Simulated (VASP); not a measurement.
The system is PbSe.

```xyz
2
Lattice="0.0000 3.4232 3.4232 3.4232 0.0000 3.4232 3.4232 3.4232 0.0000" Properties=species:S:1:pos:R:3 pbc="T T T"
Pb    0.0000    0.0000    0.0000
Se    1.7116    1.7116    1.7116
```

Base run:

* Program: VASP 6.6.1
* Functional: HSE06
* Potentials or basis: VASP PAW PBE potentials, release 64 (Pb_d, Se)
* Cutoff: 520 eV
* k mesh: 4 × 4 × 4
* Occupations: gaussian, width 0.01 eV
* Spin: no spin polarisation

Its results: band gap on the k mesh 1.07 eV (least direct gap 1.66 eV); pressure 0.0 GPa.

Question: The run is repeated on the same cell with these changes: functional from HSE06 to PBE. What comes out?

Answer: Band gap on the k mesh 0.62 eV (least direct gap 1.15 eV); pressure 0.7 GPa.

Caveats: the structure was generated, so it needn't be the stable form of PbSe; spin-orbit coupling is left out, which moves the levels of the heavy elements; the PAW data sets were made with another functional, which shifts forces and pressure a little (at least some runs).

A k mesh can miss the band edges.
